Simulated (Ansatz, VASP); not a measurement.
Te2Pb: VASP beside Ansatz

```
CELL_PARAMETERS angstrom
0.00000 3.79661 3.79661
3.79661 0.00000 3.79661
3.79661 3.79661 0.00000
ATOMIC_POSITIONS crystal
Pb 0.00000 0.00000 0.00000
Te 0.25000 0.25000 0.25000
Te 0.75000 0.75000 0.75000
```

Alike in both runs: task single point; functional PBEsol; k mesh 4 × 4 × 4; occupations gaussian, width 0.001 eV; no spin polarisation.

```csv
,VASP,Ansatz
version,VASP 6.6.1,Ansatz 0.2.0
potentials or method,"VASP PAW PBE potentials, release 64 (Pb_d, Te)",plane waves
plane-wave cutoff (eV),500,420
valence electrons in the cell,26,46
```

|  | VASP | Ansatz | Ansatz less VASP |
| --- | --- | --- | --- |
| pressure (GPa) | -1.8 | -1.8 | +0.02 |

VASP's potentials were made for PBE, not for PBEsol. The functional is the same, so the differences come from potentials, cutoffs and numerics. VASP's potentials hold 26 valence electrons a cell and Ansatz's 46, so a difference there can come from the potentials and not from the codes.

Neither program's run includes spin-orbit coupling.
